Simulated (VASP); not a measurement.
# Zr4B (Im-3m) in VASP: relaxation of cell and atoms with PBE

Aim: the relaxation of cell and atoms of Zr4B with PBE.

Everything below comes from runs of VASP 6.6.1. Logs are shortened: lines on timing, memory, paths and dates and some standing lists are left out, and cuts for length are marked.

### 1 The cell of the first run

Symmetry: Im-3m, No. 229, cubic system. Conventional cell: a = 5.906 Å, b = 5.906 Å, c = 5.906 Å, α = 90.00°, β = 90.00°, γ = 90.00°. Within 3.4 Å of Zr (site symmetry -3m) lie 2 B at 2.56 Å and 6 Zr at 2.95 Å. B (site symmetry m-3m) has 8 Zr at 2.56 Å within 3.4 Å.

The cell was generated, and may not be a known phase.

### 2 Relaxation of cell and atoms, PBE

The input, INCAR:

```
SYSTEM = Zr4B
ALGO = Fast
EDIFF = 1E-7
EDIFFG = -0.01
ENCUT = 600
GGA = PE
IBRION = 2
ISIF = 3
ISMEAR = 0
LASPH = .True.
LCHARG = .False.
LREAL = .False.
LWAVE = .False.
NELM = 80
NSW = 100
PREC = Accurate
SIGMA = 0.1
```

The input, KPOINTS:

```
k-points
0
Gamma
  10 10 10
  0 0 0
```

The input, POSCAR:

```
Zr4B
1.0
   -2.9530985346      2.9530985346      2.9530985346
    2.9530985346     -2.9530985346      2.9530985346
    2.9530985346      2.9530985346     -2.9530985346
Zr B
4 1
Direct
    0.5000000000      0.5000000000      0.5000000000
    0.0000000000      0.0000000000      0.5000000000
    0.0000000000      0.5000000000      0.0000000000
    0.5000000000      0.0000000000      0.0000000000
    0.0000000000      0.0000000000      0.0000000000
```

Potentials or basis: VASP PAW PBE potentials, release 64 (Zr_sv, B).

Run with:

```
cat potpaw_PBE.64/Zr_sv/POTCAR potpaw_PBE.64/B/POTCAR > POTCAR
mpirun -np 1 vasp_std > vasp.out
```

OUTCAR:

```text
SYSTEM = Zr4B
   EDIFF = 1E-7
   EDIFFG = -0.01
   ENCUT = 600
   GGA = PE
   IBRION = 2
   ISIF = 3
   ISMEAR = 0
   LASPH = .True.
   LREAL = .False.
   NELM = 80
   NSW = 100
   PREC = Accurate

 ion  position               nearest neighbor table
   1  0.500  0.500  0.500-   5 2.56   5 2.56   4 2.95   2 2.95   4 2.95   3 2.95   2 2.95   3 2.95

   2  0.000  0.000  0.500-   5 2.56   5 2.56   4 2.95   1 2.95   3 2.95   3 2.95   4 2.95   1 2.95

   3  0.000  0.500  0.000-   5 2.56   5 2.56   4 2.95   1 2.95   2 2.95   2 2.95   1 2.95   4 2.95

   4  0.500  0.000  0.000-   5 2.56   5 2.56   3 2.95   1 2.95   1 2.95   2 2.95   2 2.95   3 2.95

   5  0.000  0.000  0.000-   1 2.56   2 2.56   3 2.56   4 2.56   2 2.56   3 2.56   4 2.56   1 2.56

  LATTYP: Found a body centered cubic cell.
 ALAT       =     5.9061970692

  Lattice vectors:

 A1 = (  -2.9530985346,   2.9530985346,   2.9530985346)
 A2 = (   2.9530985346,  -2.9530985346,   2.9530985346)
 A3 = (   2.9530985346,   2.9530985346,  -2.9530985346)

Analysis of symmetry for initial positions (statically):
=====================================================================
 Subroutine PRICEL returns:
 Original cell was already a primitive cell.

 Routine SETGRP: Setting up the symmetry group for a
 body centered cubic supercell.

 Subroutine GETGRP returns: Found 48 space group operations
 (whereof 48 operations were pure point group operations)
 out of a pool of 48 trial point group operations.

The static configuration has the point symmetry O_h .

Analysis of symmetry for dynamics (positions and initial velocities):
=====================================================================
 Subroutine PRICEL returns:
 Original cell was already a primitive cell.

 Routine SETGRP: Setting up the symmetry group for a
 body centered cubic supercell.

 Subroutine GETGRP returns: Found 48 space group operations
 (whereof 48 operations were pure point group operations)
 out of a pool of 48 trial point group operations.

The dynamic configuration has the point symmetry O_h .

 Subroutine INISYM returns: Found 48 space group operations
 (whereof 48 operations are pure point group operations),
 and found     1 'primitive' translations

----------------------------------------------------------------------------------------
[... 101 lines left out ...]
   EDIFFG = -.1E-01   stopping-criterion for IOM
   NSW    =    100    number of steps for IOM
   IBRION =      2    ionic relax: 0-MD 1-quasi-New 2-CG
   NFREE  =      1    steps in history (QN), initial steepest desc. (CG)
   ISIF   =      3    stress and relaxation
   ISYM   =      2    0-nonsym 1-usesym 2-fastsym
   POTIM  = 0.5000    time-step for ionic-motion
   TEBEG  =    0.0;   TEEND  =   0.0 temperature during run
   PSTRESS=    0.0 pullay stress
   NELECT =      51.0000    total number of electrons
   NUPDOWN=      -1.0000    fix difference up-down
   EMIN   =  10.00;   EMAX   =-10.00  energy-range for DOS
   EFERMI =   0.00;   METHOD = LEGACY
   ISMEAR =     0;   SIGMA  =   0.10  broadening in eV -4-tet -1-fermi 0-gaus
   EFERMI_NEDOS =   21; number of points for ismear=-14 and -15
   IALGO  =     68    algorithm
   IMIX   =      4    mixing-type and parameters
     AMIX     =   0.40;   BMIX     =  1.00
     AMIX_MAG =   1.60;   BMIX_MAG =  1.00
  volume/ion in A,a.u.               =      20.60       139.03
  Fermi-wavevector in a.u.,A,eV,Ry     =   1.295091  2.447367 22.820517  1.677261
  Thomas-Fermi vector in A             =   2.426633
   LORBIT       =      0    0 simple, 1 ext, 2 COOP (PROOUT), +10 PAW based schemes
   GGA     = PE    functional components
   LHFCALC =     F    Hartree Fock is set to
   AEXX    =    0.0000 exact exchange contribution
   IVDW    =     0    specifies the selected vdW correction
   LEPSILON=     F    determine dielectric tensor
   LRPA    =     F    only Hartree local field effects (RPA)
 conjugate gradient relaxation of ions
 non-spin polarized calculation
 RMM-DIIS sequential band-by-band and
 Gauss-broadening in eV      SIGMA  =   0.10
  energy-cutoff  :      600.00
  volume of cell :      103.01
 maximum number of plane-waves:      3468
 NGX is ok and might be reduce to    42
   NGX = 21   NGY = 21   NGZ = 21

 number of electron      51.0000000 magnetization

 Free energy of the ion-electron system (eV)
  ---------------------------------------------------
  ext. energy  EPLUGINS =         0.00000000
  ---------------------------------------------------
  free energy    TOTEN  =       -39.27388918 eV

  energy without entropy =      -39.24186043  energy(sigma->0) =      -39.25787480

 E-fermi :   8.1339     XC(G=0): -10.9408

 val. band max:        8.1202493624   @ k =   0.2000   0.2000   0.1000
 cond. band min:       8.1395603412   @ k =  -0.4000   0.5000   0.3000
 fundamental gap:      0.0193109789
 Fermi energy:         8.1338807828

 k-point     1 :       0.0000    0.0000    0.0000
  band No.  band energies     occupation
      1     -40.4470      2.00000
      2     -40.2050      2.00000
      3     -40.2050      2.00000
      4     -40.2050      2.00000
      5     -18.8706      2.00000
      6     -18.8706      2.00000
[... 781 lines left out ...]
     29       9.5863      0.00000
     30       9.7125      0.00000

 [... further k-points ...]

------------------------ aborting loop because EDIFF is reached ----------------------------------------

  FORCE on cell =-STRESS in cart. coord.  units (eV):
  Direction    XX          YY          ZZ          XY          YZ          ZX
  --------------------------------------------------------------------------------------
  -------------------------------------------------------------------------------------
  Total        0.0271449      0.0271449      0.0271449     -0.0000000     -0.0000000      0.0000000
  in kB        0.4221878      0.4221878      0.4221878     -0.0000000     -0.0000000      0.0000000
  external PRESSURE =       0.4221878 kB  Pullay stress =       0.0000000 kB

 VOLUME and BASIS-vectors are now :
 -----------------------------------------------------------------------------
  energy-cutoff  :      600.00
  volume of cell :      103.01
      direct lattice vectors                 reciprocal lattice vectors
    -2.953098535  2.953098535  2.953098535     0.000000000  0.169313687  0.169313687
     2.953098535 -2.953098535  2.953098535     0.169313687  0.000000000  0.169313687
     2.953098535  2.953098535 -2.953098535     0.169313687  0.169313687  0.000000000

 POSITION                                       TOTAL-FORCE (eV/Angst)
 -----------------------------------------------------------------------------------
      1.47655      1.47655      1.47655        -0.000000     -0.000000      0.000000
      1.47655      1.47655     -1.47655        -0.000000      0.000000      0.000000
      1.47655     -1.47655      1.47655         0.000000     -0.000000      0.000000
     -1.47655      1.47655      1.47655         0.000000      0.000000     -0.000000
      0.00000      0.00000      0.00000        -0.000000      0.000000     -0.000000
 -----------------------------------------------------------------------------------
    total drift:                               -0.000000     -0.000000      0.000000

  FREE ENERGIE OF THE ION-ELECTRON SYSTEM (eV)
  ---------------------------------------------------
  free  energy   TOTEN  =       -39.2738891774 eV

  energy  without entropy=      -39.2418604312  energy(sigma->0) =      -39.25787480

 reached required accuracy - stopping structural energy minimisation
```

Wall time 4.5 min (1 thread of Intel Xeon Platinum 8488C (Sapphire Rapids), shared host); peak memory 0.34 GiB.

What came out:

* Free energy: -39.2739 eV
* Pressure after relaxing: 0.0 GPa
* Band gap on the k mesh: zero (an odd number of electrons rules out a gap without spin polarisation)

Final structure:
```cif
data_structure
_symmetry_space_group_name_H-M 'P 1'
_symmetry_Int_Tables_number 1
_cell_length_a 5.1149
_cell_length_b 5.1149
_cell_length_c 5.1149
_cell_angle_alpha 109.471
_cell_angle_beta 109.471
_cell_angle_gamma 109.471
_cell_volume 103.01
loop_
_atom_site_label
_atom_site_type_symbol
_atom_site_fract_x
_atom_site_fract_y
_atom_site_fract_z
_atom_site_occupancy
Zr1 Zr 0.50000 0.50000 0.50000 1
Zr2 Zr 0.00000 0.00000 0.50000 1
Zr3 Zr 0.00000 0.50000 0.00000 1
Zr4 Zr 0.50000 0.00000 0.00000 1
B1 B 0.00000 0.00000 0.00000 1
```

Caveat: the relaxation stopped at its first step, so nothing moved.
